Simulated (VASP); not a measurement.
# C (Fd-3m) in VASP: further runs

Runs on C. Level: PBE. Tasks: single point.

All numbers are computed with VASP 6.6.1; they aren't measurements. Logs are shortened: lines on timing, memory, paths and dates and some standing lists are left out, and cuts for length are marked.

## Step 1: The cell of the first run

Symmetry: Fd-3m, No. 227, cubic system. Conventional cell: a = 3.499 Å, b = 3.499 Å, c = 3.499 Å, α = 90.00°, β = 90.00°, γ = 90.00°. C (site symmetry -43m) has 4 C at 1.51 Å within 2.0 Å.

## Step 2: Single point, PBE (volume changed by -6%)

File INCAR:

```
SYSTEM = C
PREC = Accurate ; ENCUT = 520
EDIFF = 1E-7 ; ISMEAR = 0
SIGMA = 0.01 ; LREAL = .FALSE.
LASPH = .TRUE. ; NELM = 80
ALGO = Normal ; ISIF = 2
LWAVE = .FALSE. ; LCHARG = .FALSE.
GGA = PE ; NBANDS = 11
```

File KPOINTS:

```
Automatic mesh
0
G
  10 10 10
  0 0 0
```

File POSCAR:

```
C
1.0
    0.0000000000      1.7493159328      1.7493159328
    1.7493159328      0.0000000000      1.7493159328
    1.7493159328      1.7493159328      0.0000000000
C
2
Direct
    0.0000000000      0.0000000000      0.0000000000
    0.2500000000      0.2500000000      0.2500000000
```

Potentials or basis: VASP PAW PBE potentials, release 64 (C).

Command:

```sh
$ cat potpaw_PBE.64/C/POTCAR > POTCAR
$ mpirun -np 1 vasp_std > vasp.out
```

OUTCAR:

```text
SYSTEM = C
   PREC = Accurate
   ENCUT = 520
   EDIFF = 1E-7
   ISMEAR = 0
   LREAL = .FALSE.
   LASPH = .TRUE.
   NELM = 80
   ISIF = 2
   GGA = PE

 ion  position               nearest neighbor table
   1  0.000  0.000  0.000-   2 1.51   2 1.51   2 1.51   2 1.51
   2  0.250  0.250  0.250-   1 1.51   1 1.51   1 1.51   1 1.51

  LATTYP: Found a face centered cubic cell.
 ALAT       =     3.4986318656

  Lattice vectors:

 A1 = (   0.0000000000,   1.7493159328,   1.7493159328)
 A2 = (   1.7493159328,   0.0000000000,   1.7493159328)
 A3 = (   1.7493159328,   1.7493159328,   0.0000000000)

Analysis of symmetry for initial positions (statically):
=====================================================================
 Subroutine PRICEL returns:
 Original cell was already a primitive cell.

 Routine SETGRP: Setting up the symmetry group for a
 face centered cubic supercell.

 Subroutine GETGRP returns: Found 48 space group operations
 (whereof 24 operations were pure point group operations)
 out of a pool of 48 trial point group operations.

The static configuration has the point symmetry T_d .
 The point group associated with its full space group is O_h .

Analysis of symmetry for dynamics (positions and initial velocities):
=====================================================================
 Subroutine PRICEL returns:
 Original cell was already a primitive cell.

 Routine SETGRP: Setting up the symmetry group for a
 face centered cubic supercell.

 Subroutine GETGRP returns: Found 48 space group operations
 (whereof 24 operations were pure point group operations)
 out of a pool of 48 trial point group operations.

The dynamic configuration has the point symmetry T_d .
 The point group associated with its full space group is O_h .

 Subroutine INISYM returns: Found 48 space group operations
 (whereof 24 operations are pure point group operations),
 and found     1 'primitive' translations

----------------------------------------------------------------------------------------

                                     Primitive cell

  volume of cell :      10.7062

  direct lattice vectors                    reciprocal lattice vectors
     0.000000000  1.749315933  1.749315933    -0.285826014  0.285826014  0.285826014
     1.749315933  0.000000000  1.749315933     0.285826014 -0.285826014  0.285826014
     1.749315933  1.749315933  0.000000000     0.285826014  0.285826014 -0.285826014

  length of vectors
     2.473906317  2.473906317  2.473906317     0.495065178  0.495065178  0.495065178

  position of ions in fractional coordinates (direct lattice)
     0.000000000  0.000000000  0.000000000
     0.250000000  0.250000000  0.250000000

  ion indices of the primitive-cell ions
   primitive index   ion index
                 1           1
                 2           2

----------------------------------------------------------------------------------------

 KPOINTS: Automatic mesh

Automatic generation of k-mesh.
 Grid dimensions read from file:
 generate k-points for:   10   10   10

 Generating k-lattice:

  Cartesian coordinates                     Fractional coordinates (reciprocal lattice)
    -0.028582601  0.028582601  0.028582601     0.100000000  0.000000000  0.000000000
     0.028582601 -0.028582601  0.028582601     0.000000000  0.100000000  0.000000000
     0.028582601  0.028582601 -0.028582601     0.000000000  0.000000000  0.100000000

  Length of vectors
     0.049506518  0.049506518  0.049506518

  Shift w.r.t. Gamma in fractional coordinates (k-lattice)
     0.000000000  0.000000000  0.000000000

 Subroutine IBZKPT returns following result:
 ===========================================

 Found     47 irreducible k-points:

 Following reciprocal coordinates:
            Coordinates               Weight
  0.000000  0.000000  0.000000      1.000000
  0.100000  0.000000  0.000000      8.000000
  0.200000  0.000000  0.000000      8.000000
  0.300000  0.000000  0.000000      8.000000
  0.400000  0.000000  0.000000      8.000000
  0.500000  0.000000  0.000000      4.000000
[... 16 lines left out ...]
  0.300000  0.300000  0.000000      6.000000
  0.400000  0.300000  0.000000     24.000000
 [... further k-points ...]
   k-points           NKPTS =     47   k-points in BZ     NKDIM =     47   number of bands    NBANDS=     11
   number of dos      NEDOS =    301   number of ions     NIONS =      2
   total plane-waves  NPLWV =   5832
   dimension x,y,z NGX =    18 NGY =   18 NGZ =   18
   dimension x,y,z NGXF=    36 NGYF=   36 NGZF=   36
   ions per type =               2
   NGX,Y,Z   is equivalent  to a cutoff of  12.10, 12.10, 12.10 a.u.
   NGXF,Y,Z  is equivalent  to a cutoff of  24.19, 24.19, 24.19 a.u.
 SYSTEM =  C
   PREC   = accura    normal or accurate (medium, high low for compatibility)
   ISTART =      0    job   : 0-new  1-cont  2-samecut
   ICHARG =      2    charge: 1-file 2-atom 10-const
   ISPIN  =      1    spin polarized calculation?
   LNONCOLLINEAR =      F non collinear calculations
   LSORBIT =      F    spin-orbit coupling
   LASPH  =      T    aspherical Exc in radial PAW
   ENCUT  =  520.0 eV  38.22 Ry    6.18 a.u.   4.60  4.60  4.60*2*pi/ulx,y,z
   NELM   =     80;   NELMIN=  2; NELMDL= -5     # of ELM steps
   EDIFF  = 0.1E-06   stopping-criterion for ELM
   LREAL  =      F    real-space projection
   EDIFFG = 0.1E-05   stopping-criterion for IOM
   NSW    =      0    number of steps for IOM
   IBRION =     -1    ionic relax: 0-MD 1-quasi-New 2-CG
   NFREE  =      0    steps in history (QN), initial steepest desc. (CG)
   ISIF   =      2    stress and relaxation
   ISYM   =      2    0-nonsym 1-usesym 2-fastsym
   POTIM  = 0.5000    time-step for ionic-motion
   TEBEG  =    0.0;   TEEND  =   0.0 temperature during run
   PSTRESS=    0.0 pullay stress
   NELECT =       8.0000    total number of electrons
   NUPDOWN=      -1.0000    fix difference up-down
   EMIN   =  10.00;   EMAX   =-10.00  energy-range for DOS
   EFERMI =   0.00;   METHOD = LEGACY
   ISMEAR =     0;   SIGMA  =   0.01  broadening in eV -4-tet -1-fermi 0-gaus
   EFERMI_NEDOS =   21; number of points for ismear=-14 and -15
   IALGO  =     38    algorithm
   IMIX   =      4    mixing-type and parameters
     AMIX     =   0.40;   BMIX     =  1.00
     AMIX_MAG =   1.60;   BMIX_MAG =  1.00
  volume/ion in A,a.u.               =       5.35        36.12
  Fermi-wavevector in a.u.,A,eV,Ry     =   1.485570  2.807321 30.026962  2.206919
  Thomas-Fermi vector in A             =   2.598966
   LORBIT       =      0    0 simple, 1 ext, 2 COOP (PROOUT), +10 PAW based schemes
   GGA     = PE    functional components
   LHFCALC =     F    Hartree Fock is set to
   AEXX    =    0.0000 exact exchange contribution
   IVDW    =     0    specifies the selected vdW correction
   LEPSILON=     F    determine dielectric tensor
   LRPA    =     F    only Hartree local field effects (RPA)
 non-spin polarized calculation
 Gauss-broadening in eV      SIGMA  =   0.01
  energy-cutoff  :      520.00
  volume of cell :       10.71
 maximum number of plane-waves:       302
   NGX =  9   NGY =  9   NGZ =  9

 number of electron       8.0000001 magnetization

 Free energy of the ion-electron system (eV)
  ---------------------------------------------------
  ext. energy  EPLUGINS =         0.00000000
  ---------------------------------------------------
  free energy    TOTEN  =       -18.12019458 eV

  energy without entropy =      -18.12019458  energy(sigma->0) =      -18.12019458

 E-fermi :  10.7544     XC(G=0): -13.5432

 val. band max:       10.5851186677   @ k =   0.0000   0.0000   0.0000
 cond. band min:      14.8790598027   @ k =   0.4000   0.4000   0.0000
 fundamental gap:      4.2939411350
 Fermi energy:        10.7543532268

 k-point     1 :       0.0000    0.0000    0.0000
  band No.  band energies     occupation
      1     -11.6854      2.00000
      2      10.5851      2.00000
      3      10.5851      2.00000
      4      10.5851      2.00000
      5      16.3351      0.00000
      6      16.3351      0.00000
      7      16.3351      0.00000
      8      25.2683      0.00000
      9      30.6379      0.00000
     10      37.7650      0.00000
     11      37.7650      0.00000

 k-point     2 :       0.1000    0.0000    0.0000
  band No.  band energies     occupation
      1     -11.3976      2.00000
      2       8.8304      2.00000
      3      10.1094      2.00000
      4      10.1094      2.00000
      5      16.9596      0.00000
      6      16.9596      0.00000
      7      17.3753      0.00000
      8      25.4389      0.00000
      9      31.0908      0.00000
     10      35.1116      0.00000
     11      35.1116      0.00000

 k-point     3 :       0.2000    0.0000    0.0000
  band No.  band energies     occupation
      1     -10.5385      2.00000
      2       5.4920      2.00000
      3       9.1828      2.00000
      4       9.1828      2.00000
      5      18.1507      0.00000
      6      18.1507      0.00000
      7      18.7701      0.00000
      8      25.8983      0.00000
      9      31.8678      0.00000
     10      33.5402      0.00000
     11      33.5402      0.00000

 k-point     4 :       0.3000    0.0000    0.0000
  band No.  band energies     occupation
      1      -9.1264      2.00000
      2       1.9547      2.00000
      3       8.3517      2.00000
      4       8.3517      2.00000
      5      18.9915      0.00000
      6      18.9915      0.00000
      7      19.6479      0.00000
      8      26.4314      0.00000
      9      32.2485      0.00000
     10      33.8655      0.00000
     11      33.8655      0.00000
[... 239 lines left out ...]
 k-point    22 :      -0.2000    0.2000    0.0000
  band No.  band energies     occupation
      1      -8.6601      2.00000
      2       3.3635      2.00000
      3       4.2543      2.00000
      4       8.4902      2.00000
      5      19.3905      0.00000
      6      19.5497      0.00000
      7      21.5812      0.00000
      8      25.0911      0.00000
      9      30.9843      0.00000
     10      32.3258      0.00000
     11      35.5783      0.00000

 k-point    23 :       0.3000    0.3000    0.0000
  band No.  band energies     occupation
      1      -8.2790      2.00000
      2       4.3787      2.00000
      3       5.4124      2.00000
      4       5.4124      2.00000
      5      14.9580      0.00000
      6      19.5124      0.00000
      7      24.3081      0.00000
      8      24.3081      0.00000
      9      32.5972      0.00000
     10      34.3427      0.00000
     11      42.1429      0.00000

 k-point    24 :       0.4000    0.3000    0.0000
  band No.  band energies     occupation
      1      -6.9030      2.00000
      2       2.3094      2.00000
      3       4.2714      2.00000
      4       4.9183      2.00000
      5      15.5324      0.00000
      6      18.8213      0.00000
      7      25.3491      0.00000
      8      25.4622      0.00000
      9      33.4889      0.00000
     10      34.4139      0.00000
     11      42.2529      0.00000

 [... further k-points ...]
[... 5 lines left out ...]
  --------------------------------------------------------------------------------------
  -------------------------------------------------------------------------------------
  Total        2.0695525      2.0695525      2.0695525      0.0000000      0.0000000     -0.0000000
  in kB      309.7079022    309.7079022    309.7079022      0.0000000      0.0000000     -0.0000000
  external PRESSURE =     309.7079022 kB  Pullay stress =       0.0000000 kB

 VOLUME and BASIS-vectors are now :
 -----------------------------------------------------------------------------
  energy-cutoff  :      520.00
  volume of cell :       10.71
      direct lattice vectors                 reciprocal lattice vectors
     0.000000000  1.749315933  1.749315933    -0.285826014  0.285826014  0.285826014
     1.749315933  0.000000000  1.749315933     0.285826014 -0.285826014  0.285826014
     1.749315933  1.749315933  0.000000000     0.285826014  0.285826014 -0.285826014

 POSITION                                       TOTAL-FORCE (eV/Angst)
 -----------------------------------------------------------------------------------
      0.00000      0.00000      0.00000        -0.000000     -0.000000     -0.000000
      0.87466      0.87466      0.87466         0.000000      0.000000      0.000000
 -----------------------------------------------------------------------------------
    total drift:                               -0.000000     -0.000000     -0.000000

  FREE ENERGIE OF THE ION-ELECTRON SYSTEM (eV)
  ---------------------------------------------------
  free  energy   TOTEN  =       -18.1201945838 eV

  energy  without entropy=      -18.1201945838  energy(sigma->0) =      -18.12019458
```

Run time: 3.9 s. Hardware: 1 thread of AMD EPYC 9R45 (Zen 5), shared host; peak memory 0.08 GiB.

What came out:

| Item | Value |
| --- | --- |
| Free energy | -18.1202 eV |
| Pressure | 31.0 GPa |
| Band gap on the k mesh | 4.29 eV, indirect (least direct gap 5.75 eV) |

Levels at points of the mesh, in eV from the valence-band top:
| k point | band 1 | band 2 | band 3 | band 4 | band 5 | band 6 | band 7 | band 8 |
| --- | --- | --- | --- | --- | --- | --- | --- | --- |
| (0.00, 0.00, 0.00) | -22.27 | 0.00 | 0.00 | 0.00 | 5.75 | 5.75 | 5.75 | 14.68 |
| (0.50, 0.00, 0.00) | -16.15 | -14.03 | -2.95 | -2.95 | 8.70 | 8.70 | 9.65 | 16.23 |
| (0.50, 0.50, 0.00) | -13.18 | -13.18 | -6.66 | -6.66 | 4.88 | 4.88 | 17.71 | 17.71 |

Caveat: the cell differs from its parent crystal (volume changed by -6%). A k mesh can miss the band edges.

## Step 3: Single point, PBE

This run uses another cell than the first one, of 5.69 Å³/atom, 1.064 times its volume.

File INCAR:

```
ALGO     = Normal         # electronic algorithm
EDIFF    = 1E-6           # SCF threshold, eV
ENCUT    = 520            # plane-wave cutoff, eV
GGA      = PE             # functional
ISIF     = 2              # what is computed and relaxed
ISMEAR   = 0              # smearing method
LASPH    = True           # aspherical terms in the spheres
LCHARG   = True           # write CHGCAR
LELF     = True           # ELF
LREAL    = False          # projectors in reciprocal space
LVHAR    = True         
LWAVE    = False          # write WAVECAR
NBANDS   = 11             # bands
NELM     = 80             # most SCF steps
PREC     = Accurate       # precision mode
SIGMA    = 0.01           # smearing width, eV
```

File KPOINTS:

```
k-points
0
Gamma
  10 10 10
```

File POSCAR:

```
C
1.0
    0.0000000000      1.7857704568      1.7857704568
    1.7857704568      0.0000000000      1.7857704568
    1.7857704568      1.7857704568      0.0000000000
C
2
Direct
    0.0000000000      0.0000000000      0.0000000000
    0.2500000000      0.2500000000      0.2500000000
```

Potentials or basis: VASP PAW PBE potentials, release 64 (C).

Command:

```sh
$ cat potpaw_PBE.64/C/POTCAR > POTCAR
$ mpirun -np 1 vasp_std > vasp.out
```

Run time: 4.9 s. Hardware: 1 thread of AMD EPYC 9R45 (Zen 5), shared host; peak memory 0.09 GiB.

It converged, with:

- Free energy: -18.1857 eV
- Pressure: 0.7 GPa
- Band gap on the k mesh: 4.16 eV, indirect (least direct gap 5.58 eV)

Levels at points of the mesh, in eV from the valence-band top:
```tsv
k point	band 2	band 3	band 4	band 5	band 6	band 7
(0.00, 0.00, 0.00)	0.00	0.00	0.00	5.58	5.58	5.58
(0.50, 0.00, 0.00)	-13.33	-2.79	-2.79	8.44	8.44	8.79
(0.50, 0.50, 0.00)	-12.73	-6.27	-6.27	4.75	4.75	16.75
```

A k mesh can miss the band edges. A hybrid or GW would open this gap; PBE tends to underestimate it.
